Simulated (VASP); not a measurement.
# Mn in VASP: settings compared, part 2 of 2

VASP 6.6.1.

**4. Single point, PBEsol, collinear spin, ferromagnetic start**

The input, INCAR:

```
SYSTEM = Mn
  ALGO = Normal
  EDIFF = 1E-6
  ENCUT = 500
  GGA = PS
  GGA_COMPAT = .False.
  ISIF = 2
  ISMEAR = 1
  ISPIN = 2
  LASPH = .True.
  LCHARG = .True.
  LELF = .True.
  LMAXMIX = 4
  LORBIT = 11
  LREAL = .False.
  LVHAR = .True.
  LWAVE = .False.
  MAGMOM = 4 4
  NBANDS = 24
  NELM = 200
  PREC = Accurate
  SIGMA = 0.005
```

The input, KPOINTS:

```
k-points
0
Gamma
  9 9 5
  0 0 0
```

The input, POSCAR:

```
Mn
1.0
    2.4836457705      0.0000000000      0.0000000000
   -1.2418228853      2.1509003313      0.0000000000
    0.0000000000      0.0000000000      4.0261950000
Mn
2
Direct
    0.3406050000      0.6765870000      0.2463550000
    0.7231940000      0.3678500000      0.7501900000
```

Potentials or basis: VASP PAW PBE potentials, release 64 (Mn_pv).

Command:

```
> cat potpaw_PBE.64/Mn_pv/POTCAR > POTCAR
> mpirun -np 1 vasp_std > vasp.out
```

OUTCAR:

```text
SYSTEM = Mn
   EDIFF = 1E-6
   ENCUT = 500
   GGA = PS
   ISIF = 2
   ISMEAR = 1
   ISPIN = 2
   LASPH = .True.
   LORBIT = 11
   LREAL = .False.
   NELM = 200
   PREC = Accurate

 ion  position               nearest neighbor table
   1  0.341  0.677  0.246-   2 2.40   2 2.42   2 2.49   2 2.49   2 2.52   2 2.52
   2  0.723  0.368  0.750-   1 2.40   1 2.42   1 2.49   1 2.49   1 2.52   1 2.52

  LATTYP: Found a hexagonal cell.
 ALAT       =     2.4836457705
 C/A-ratio  =     1.6210826229

  Lattice vectors:

 A1 = (   2.4836457705,   0.0000000000,   0.0000000000)
 A2 = (  -1.2418228853,   2.1509003313,   0.0000000000)
 A3 = (   0.0000000000,   0.0000000000,   4.0261950000)

Analysis of symmetry for initial positions (statically):
=====================================================================
 Subroutine PRICEL returns:
 Original cell was already a primitive cell.

 Routine SETGRP: Setting up the symmetry group for a
 hexagonal supercell.

 Subroutine GETGRP returns: Found  2 space group operations
 (whereof  1 operations were pure point group operations)
 out of a pool of 24 trial point group operations.

The static configuration has the point symmetry C_1 .
 The point group associated with its full space group is S_2 .

Analysis of symmetry for dynamics (positions and initial velocities):
=====================================================================
 Subroutine PRICEL returns:
 Original cell was already a primitive cell.

 Routine SETGRP: Setting up the symmetry group for a
 hexagonal supercell.

 Subroutine GETGRP returns: Found  2 space group operations
 (whereof  1 operations were pure point group operations)
 out of a pool of 24 trial point group operations.

The dynamic configuration has the point symmetry C_1 .
 The point group associated with its full space group is S_2 .

Analysis of structural, dynamic, and magnetic symmetry:
=====================================================================
 Subroutine PRICEL returns:
 Original cell was already a primitive cell.

 Routine SETGRP: Setting up the symmetry group for a
 hexagonal supercell.

[... 148 lines left out ...]
 Free energy of the ion-electron system (eV)
  ---------------------------------------------------
  ext. energy  EPLUGINS =         0.00000000
  ---------------------------------------------------
  free energy    TOTEN  =       -19.36513114 eV

  energy without entropy =      -19.36512422  energy(sigma->0) =      -19.36512883

 E-fermi :  10.1648     XC(G=0): -14.1831

 val. band max:       10.1642895087   @ k =   0.4444   0.4444   0.2000
 cond. band min:      10.1671106046   @ k =   0.2222   0.4444   0.4000
 fundamental gap:      0.0028210959
 Fermi energy:        10.1648046292

 spin component 1

 k-point     1 :       0.0000    0.0000    0.0000
  band No.  band energies     occupation
      1     -37.9395      1.00000
      2     -37.2683      1.00000
      3     -37.2457      1.00000
      4     -37.1725      1.00000
      5     -37.1497      1.00000
      6     -37.1359      1.00000
[... 637 lines left out ...]
     23      29.0857      0.00000
     24      31.2046      0.00000

 [... further k-points ...]

 spin component 2

 k-point     1 :       0.0000    0.0000    0.0000
  band No.  band energies     occupation
      1     -37.9619      1.00000
      2     -37.2926      1.00000
      3     -37.2709      1.00000
      4     -37.1977      1.00000
      5     -37.1730      1.00000
      6     -37.1597      1.00000
[... 637 lines left out ...]
     23      29.0690      0.00000
     24      31.1920      0.00000

 [... further k-points ...]
[... 5 lines left out ...]
  --------------------------------------------------------------------------------------
  -------------------------------------------------------------------------------------
  Total       -1.3800438     -1.5025037     -1.7637578      0.1100499      0.0153397      0.0259893
  in kB     -102.8013217   -111.9235236   -131.3846987      8.1977655      1.1426753      1.9359755
  external PRESSURE =    -115.3698480 kB  Pullay stress =       0.0000000 kB

 VOLUME and BASIS-vectors are now :
 -----------------------------------------------------------------------------
  energy-cutoff  :      500.00
  volume of cell :       21.51
      direct lattice vectors                 reciprocal lattice vectors
     2.483645770  0.000000000  0.000000000     0.402633907  0.232460795  0.000000000
    -1.241822885  2.150900331  0.000000000     0.000000000  0.464921589  0.000000000
     0.000000000  0.000000000  4.026195000     0.000000000  0.000000000  0.248373464

 POSITION                                       TOTAL-FORCE (eV/Angst)
 -----------------------------------------------------------------------------------
      0.00574      1.45527      0.99187         0.164698      0.095755      0.020910
      1.33935      0.79121      3.02041        -0.164698     -0.095755     -0.020910
 -----------------------------------------------------------------------------------
    total drift:                               -0.000023      0.000327      0.000007

  FREE ENERGIE OF THE ION-ELECTRON SYSTEM (eV)
  ---------------------------------------------------
  free  energy   TOTEN  =       -19.3651311393 eV

  energy  without entropy=      -19.3651242201  energy(sigma->0) =      -19.36512883

 total charge

# of ion       s       p       d       tot
------------------------------------------
    1        0.430   6.405   5.156  11.991
    2        0.430   6.405   5.156  11.991
--------------------------------------------------
tot          0.859  12.811  10.312  23.982

 magnetization (x)

# of ion       s       p       d       tot
------------------------------------------
    1       -0.000  -0.003  -0.022  -0.024
    2       -0.000  -0.003  -0.022  -0.024
--------------------------------------------------
tot         -0.000  -0.005  -0.043  -0.049
```

OSZICAR:

```text
N       E                     dE             d eps       ncg     rms          rms(c)
DAV:   1     0.244144682420E+03    0.24414E+03   -0.14623E+04 19968   0.151E+03
DAV:   2    -0.975317431786E+01   -0.25390E+03   -0.24241E+03 19920   0.396E+02
DAV:   3    -0.193929733562E+02   -0.96398E+01   -0.95832E+01 21688   0.872E+01
DAV:   4    -0.194695344246E+02   -0.76561E-01   -0.76556E-01 21392   0.770E+00
DAV:   5    -0.194706556751E+02   -0.11213E-02   -0.11212E-02 22048   0.944E-01    0.270E+01
DAV:   6    -0.188168647784E+02    0.65379E+00   -0.70184E+00 20416   0.374E+01    0.669E+00
DAV:   7    -0.192340164209E+02   -0.41715E+00   -0.28523E-01 21136   0.507E+00    0.487E+00
DAV:   8    -0.193160646381E+02   -0.82048E-01   -0.19411E-02 21136   0.168E+00    0.243E+00
DAV:   9    -0.193595252434E+02   -0.43461E-01   -0.50649E-02 22080   0.237E+00    0.118E+00
DAV:  10    -0.193649812968E+02   -0.54561E-02   -0.99962E-03 21416   0.110E+00    0.234E-01
DAV:  11    -0.193650808047E+02   -0.99508E-04   -0.64481E-04 21712   0.205E-01    0.100E-01
DAV:  12    -0.193651195575E+02   -0.38753E-04   -0.59441E-05 20888   0.676E-02    0.421E-02
DAV:  13    -0.193651238425E+02   -0.42850E-05   -0.69805E-06 21168   0.226E-02    0.202E-02
DAV:  14    -0.193651286989E+02   -0.48564E-05   -0.45839E-06 15888   0.164E-02    0.154E-02
DAV:  15    -0.193651307728E+02   -0.20739E-05   -0.18691E-06 10608   0.107E-02    0.730E-03
DAV:  16    -0.193651311393E+02   -0.36647E-06   -0.23925E-06 13456   0.106E-02
   1 F= -.19365131E+02 E0= -.19365129E+02  d E =-.691917E-05  mag=    -0.0530
```

stdout:

```text
POSCAR found type information on POSCAR Mn
 POSCAR found :  1 types and       2 ions
 scaLAPACK will be used
 -----------------------------------------------------------------------------
|                                                                             |
|                                                                             |
|     You enforced a specific xc type in the INCAR file but a different       |
|     I HOPE YOU KNOW WHAT YOU ARE DOING!                                     |
|                                                                             |
 -----------------------------------------------------------------------------

 LDA part: xc-table for (Slater+PW92), standard interpolation
 POSCAR, INCAR and KPOINTS ok, starting setup
 FFT: planning ... GRIDC
 FFT: planning ... GRID_SOFT
 FFT: planning ... GRID
 WAVECAR not read
 entering main loop
```

It took 3.5 min on 1 thread of Oxide Virtual Turin-like, shared host; peak memory 0.21 GiB.

What came out:

- Free energy: -19.3651 eV
- Pressure: -11.5 GPa
- Largest force: 0.192 eV/Å
- Net moment: -0.05 μB per cell
- Site moments: Mn -0.02 μB
- Valence electrons inside the program's atomic spheres: Mn 11.99

Forces on the atoms (eV/Å):
```
Mn   0.165  0.096  0.021
Mn  -0.165 -0.096 -0.021
```

Caveat: the cell stands under tension; the moments typed at the start vanished in this run; the PAW data sets were made with another functional, which shifts forces and pressure a little.
